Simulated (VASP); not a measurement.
# Os (Fm-3m) in VASP: electric field gradients with PBE

Aim: the electric field gradients of Os with PBE.

All numbers are computed with VASP 6.6.1; they aren't measurements. Logs are shortened: lines on timing, memory, paths and dates and some standing lists are left out, and cuts for length are marked.

### Step 1. The cell of the first run

It takes space group Fm-3m (No. 225, cubic). The conventional cell has a = 3.844 Å, b = 3.844 Å, c = 3.844 Å, α = 90.00°, β = 90.00°, γ = 90.00°. Os (site symmetry m-3m) has 12 Os at 2.72 Å within 3.6 Å.

This isn't the form of Os at room conditions, which is hcp.

### Step 2. Electric field gradients, PBE

Contents of INCAR:

```
ALGO = Normal ; EDIFF = 1E-8
ENCUT = 520 ; GGA = PE
GGA_COMPAT = False ; ISIF = 2
ISMEAR = 0 ; LASPH = True
LCHARG = False ; LEFG = True
LREAL = False ; LWAVE = False
NBANDS = 10 ; NELM = 120
PREC = Accurate ; SIGMA = 0.029
```

Contents of KPOINTS:

```
k-points
0
Gamma
  10 10 10
```

Contents of POSCAR:

```
Os
1.0
    0.0000000000      1.9220413878      1.9220413878
    1.9220413878      0.0000000000      1.9220413878
    1.9220413878      1.9220413878      0.0000000000
Os
1
Direct
    0.0000000000      0.0000000000      0.0000000000
```

Potentials or basis: VASP PAW PBE potentials, release 64 (Os).

The run is started by

```
cat potpaw_PBE.64/Os/POTCAR > POTCAR
mpirun -np 1 vasp_std > vasp.out
```

OUTCAR:

```text
EDIFF = 1E-8
   ENCUT = 520
   GGA = PE
   ISIF = 2
   ISMEAR = 0
   LASPH = True
   LREAL = False
   NELM = 120
   PREC = Accurate

 ion  position               nearest neighbor table
   1  0.000  0.000  0.000-

  LATTYP: Found a face centered cubic cell.
 ALAT       =     3.8440827756

  Lattice vectors:

 A1 = (   0.0000000000,   1.9220413878,   1.9220413878)
 A2 = (   1.9220413878,   0.0000000000,   1.9220413878)
 A3 = (   1.9220413878,   1.9220413878,   0.0000000000)

Analysis of symmetry for initial positions (statically):
=====================================================================
 Subroutine PRICEL returns:
 Original cell was already a primitive cell.

 Routine SETGRP: Setting up the symmetry group for a
 face centered cubic supercell.

 Subroutine GETGRP returns: Found 48 space group operations
 (whereof 48 operations were pure point group operations)
 out of a pool of 48 trial point group operations.

The static configuration has the point symmetry O_h .

Analysis of symmetry for dynamics (positions and initial velocities):
=====================================================================
 Subroutine PRICEL returns:
 Original cell was already a primitive cell.

 Routine SETGRP: Setting up the symmetry group for a
 face centered cubic supercell.

 Subroutine GETGRP returns: Found 48 space group operations
 (whereof 48 operations were pure point group operations)
 out of a pool of 48 trial point group operations.

The dynamic configuration has the point symmetry O_h .

 Subroutine INISYM returns: Found 48 space group operations
 (whereof 48 operations are pure point group operations),
 and found     1 'primitive' translations

----------------------------------------------------------------------------------------

                                     Primitive cell

  volume of cell :      14.2010

  direct lattice vectors                    reciprocal lattice vectors
     0.000000000  1.922041388  1.922041388    -0.260140080  0.260140080  0.260140080
     1.922041388  0.000000000  1.922041388     0.260140080 -0.260140080  0.260140080
     1.922041388  1.922041388  0.000000000     0.260140080  0.260140080 -0.260140080

  length of vectors
     2.718176998  2.718176998  2.718176998     0.450575835  0.450575835  0.450575835

  position of ions in fractional coordinates (direct lattice)
     0.000000000  0.000000000  0.000000000

  ion indices of the primitive-cell ions
   primitive index   ion index
                 1           1

----------------------------------------------------------------------------------------

 KPOINTS: k-points

Automatic generation of k-mesh.
 Grid dimensions read from file:
 generate k-points for:   10   10   10

 Generating k-lattice:

  Cartesian coordinates                     Fractional coordinates (reciprocal lattice)
    -0.026014008  0.026014008  0.026014008     0.100000000  0.000000000  0.000000000
     0.026014008 -0.026014008  0.026014008     0.000000000  0.100000000  0.000000000
     0.026014008  0.026014008 -0.026014008     0.000000000  0.000000000  0.100000000

  Length of vectors
     0.045057584  0.045057584  0.045057584

  Shift w.r.t. Gamma in fractional coordinates (k-lattice)
     0.000000000  0.000000000  0.000000000

 Subroutine IBZKPT returns following result:
 ===========================================

 Found     47 irreducible k-points:

 Following reciprocal coordinates:
            Coordinates               Weight
  0.000000  0.000000  0.000000      1.000000
  0.100000  0.000000  0.000000      8.000000
  0.200000  0.000000  0.000000      8.000000
  0.300000  0.000000  0.000000      8.000000
  0.400000  0.000000  0.000000      8.000000
  0.500000  0.000000  0.000000      4.000000
[... 16 lines left out ...]
  0.300000  0.300000  0.000000      6.000000
  0.400000  0.300000  0.000000     24.000000
 [... further k-points ...]
   k-points           NKPTS =     47   k-points in BZ     NKDIM =     47   number of bands    NBANDS=     10
   number of dos      NEDOS =    301   number of ions     NIONS =      1
   total plane-waves  NPLWV =   8000
   dimension x,y,z NGX =    20 NGY =   20 NGZ =   20
   dimension x,y,z NGXF=    40 NGYF=   40 NGZF=   40
   ions per type =               1
   NGX,Y,Z   is equivalent  to a cutoff of  12.23, 12.23, 12.23 a.u.
   NGXF,Y,Z  is equivalent  to a cutoff of  24.46, 24.46, 24.46 a.u.
 SYSTEM =  unknown system
   PREC   = accura    normal or accurate (medium, high low for compatibility)
   ISTART =      0    job   : 0-new  1-cont  2-samecut
   ICHARG =      2    charge: 1-file 2-atom 10-const
   ISPIN  =      1    spin polarized calculation?
   LNONCOLLINEAR =      F non collinear calculations
   LSORBIT =      F    spin-orbit coupling
   LASPH  =      T    aspherical Exc in radial PAW
   ENCUT  =  520.0 eV  38.22 Ry    6.18 a.u.   5.05  5.05  5.05*2*pi/ulx,y,z
   NELM   =    120;   NELMIN=  2; NELMDL= -5     # of ELM steps
   EDIFF  = 0.1E-07   stopping-criterion for ELM
   LREAL  =      F    real-space projection
   EDIFFG = 0.1E-06   stopping-criterion for IOM
   NSW    =      0    number of steps for IOM
   IBRION =     -1    ionic relax: 0-MD 1-quasi-New 2-CG
   NFREE  =      0    steps in history (QN), initial steepest desc. (CG)
   ISIF   =      2    stress and relaxation
   ISYM   =      2    0-nonsym 1-usesym 2-fastsym
   POTIM  = 0.5000    time-step for ionic-motion
   TEBEG  =    0.0;   TEEND  =   0.0 temperature during run
   PSTRESS=    0.0 pullay stress
   NELECT =       8.0000    total number of electrons
   NUPDOWN=      -1.0000    fix difference up-down
   EMIN   =  10.00;   EMAX   =-10.00  energy-range for DOS
   EFERMI =   0.00;   METHOD = LEGACY
   ISMEAR =     0;   SIGMA  =   0.03  broadening in eV -4-tet -1-fermi 0-gaus
   EFERMI_NEDOS =   21; number of points for ismear=-14 and -15
   IALGO  =     38    algorithm
   IMIX   =      4    mixing-type and parameters
     AMIX     =   0.40;   BMIX     =  1.00
     AMIX_MAG =   1.60;   BMIX_MAG =  1.00
  volume/ion in A,a.u.               =      14.20        95.83
  Fermi-wavevector in a.u.,A,eV,Ry     =   1.352069  2.555039 24.872671  1.828090
  Thomas-Fermi vector in A             =   2.479438
   LORBIT       =      0    0 simple, 1 ext, 2 COOP (PROOUT), +10 PAW based schemes
   GGA     = PE    functional components
   LHFCALC =     F    Hartree Fock is set to
   AEXX    =    0.0000 exact exchange contribution
   IVDW    =     0    specifies the selected vdW correction
   LEPSILON=     F    determine dielectric tensor
   LRPA    =     F    only Hartree local field effects (RPA)
 non-spin polarized calculation
 Gauss-broadening in eV      SIGMA  =   0.03
  energy-cutoff  :      520.00
  volume of cell :       14.20
 maximum number of plane-waves:       392
   NGX = 11   NGY = 11   NGZ = 11

 number of electron       8.0000000 magnetization

 Free energy of the ion-electron system (eV)
  ---------------------------------------------------
  ext. energy  EPLUGINS =         0.00000000
  ---------------------------------------------------
  free energy    TOTEN  =       -11.07025276 eV

  energy without entropy =      -11.06870179  energy(sigma->0) =      -11.06947727

 E-fermi :   9.1819     XC(G=0): -13.9672

 val. band max:        9.1813868397   @ k =   0.0000   0.0000   0.0000
 cond. band min:       9.1892105764   @ k =   0.4000   0.3000   0.1000
 fundamental gap:      0.0078237367
 Fermi energy:         9.1819114233

 k-point     1 :       0.0000    0.0000    0.0000
  band No.  band energies     occupation
      1      -1.5694      2.00000
      2       6.1893      2.00000
      3       6.1893      2.00000
      4       6.1893      2.00000
      5       9.1814      1.02042
      6       9.1814      1.02041
      7      23.3683      0.00000
      8      29.1212      0.00000
      9      29.1212      0.00000
     10      29.1212      0.00000

 k-point     2 :       0.1000    0.0000    0.0000
  band No.  band energies     occupation
      1      -1.1161      2.00000
      2       5.9293      2.00000
      3       6.3860      2.00000
      4       6.3860      2.00000
      5       9.0499      2.00000
      6       9.0499      2.00000
      7      24.1915      0.00000
      8      27.2405      0.00000
      9      29.9262      0.00000
     10      29.9262      0.00000
[... 274 lines left out ...]
 k-point    24 :       0.4000    0.3000    0.0000
  band No.  band energies     occupation
      1       2.3321      2.00000
      2       3.1970      2.00000
      3       7.3156      2.00000
      4       9.5089      0.00000
      5      11.2082      0.00000
      6      11.3981      0.00000
      7      22.8525      0.00000
      8      25.0153      0.00000
      9      26.3901      0.00000
     10      31.0106      0.00000

 [... further k-points ...]

------------------------ aborting loop because EDIFF is reached ----------------------------------------

  FORCE on cell =-STRESS in cart. coord.  units (eV):
  Direction    XX          YY          ZZ          XY          YZ          ZX
  --------------------------------------------------------------------------------------
  -------------------------------------------------------------------------------------
  Total        0.3730975      0.3730975      0.3730975      0.0000000      0.0000000      0.0000000
  in kB       42.0934705     42.0934705     42.0934705      0.0000000      0.0000000      0.0000000
  external PRESSURE =      42.0934705 kB  Pullay stress =       0.0000000 kB

 VOLUME and BASIS-vectors are now :
 -----------------------------------------------------------------------------
  energy-cutoff  :      520.00
  volume of cell :       14.20
      direct lattice vectors                 reciprocal lattice vectors
     0.000000000  1.922041388  1.922041388    -0.260140080  0.260140080  0.260140080
     1.922041388  0.000000000  1.922041388     0.260140080 -0.260140080  0.260140080
     1.922041388  1.922041388  0.000000000     0.260140080  0.260140080 -0.260140080

 POSITION                                       TOTAL-FORCE (eV/Angst)
 -----------------------------------------------------------------------------------
      0.00000      0.00000      0.00000         0.000000     -0.000000      0.000000
 -----------------------------------------------------------------------------------
    total drift:                               -0.000000     -0.000000     -0.000000

  FREE ENERGIE OF THE ION-ELECTRON SYSTEM (eV)
  ---------------------------------------------------
  free  energy   TOTEN  =       -11.0702527554 eV

  energy  without entropy=      -11.0687017924  energy(sigma->0) =      -11.06947727

 Electric field gradients (V/A^2)
---------------------------------------------------------------------
 ion       V_xx      V_yy      V_zz      V_xy      V_xz      V_yz
---------------------------------------------------------------------
   1       0.000     0.000     0.000    -0.000    -0.000    -0.000
---------------------------------------------------------------------

 Electric field gradients after diagonalization (V/A^2)
 (convention: |V_zz| > |V_xx| > |V_yy|)
----------------------------------------------------------------------
 ion       V_xx      V_yy      V_zz     asymmetry (V_yy - V_xx)/ V_zz
----------------------------------------------------------------------
   1       0.000     0.000    -0.000       0.000
----------------------------------------------------------------------

           NMR quadrupolar parameters

 Cq : quadrupolar parameter    Cq=e*Q*V_zz/h
 eta: asymmetry parameters     (V_yy - V_xx)/ V_zz
 Q  : nuclear electric quadrupole moment in mb (millibarn)
----------------------------------------------------------------------
 ion       Cq(MHz)       eta       Q (mb)
----------------------------------------------------------------------
   1      -0.000       0.000       1.000
----------------------------------------------------------------------
```

Wall time 6.5 s (1 thread of AMD EPYC 9R45 (Zen 5), shared host); peak memory 0.09 GiB.

What came out:

| Item | Value |
| --- | --- |
| Free energy | -11.0703 eV |
| Pressure | 4.2 GPa |
| Band gap on the k mesh | zero (bands 4 and 5 overlap by 3.89 eV) |
| Largest electric field gradient by atom | zero within the noise of the run |

Levels at points of the mesh, in eV from the Fermi level:
| k point | band 2 | band 3 | band 4 | band 5 | band 6 | band 7 |
| --- | --- | --- | --- | --- | --- | --- |
| (0.00, 0.00, 0.00) | -2.99 | -2.99 | -2.99 | 0.00 | 0.00 | 14.19 |
| (0.50, 0.00, 0.00) | -3.14 | -3.14 | -0.27 | 2.36 | 2.36 | 8.78 |
| (0.50, 0.50, 0.00) | -6.81 | 2.26 | 2.32 | 3.03 | 3.03 | 12.02 |

Caveat: the cell stands under pressure; spin-orbit coupling is left out, which moves the levels of the heavy elements.
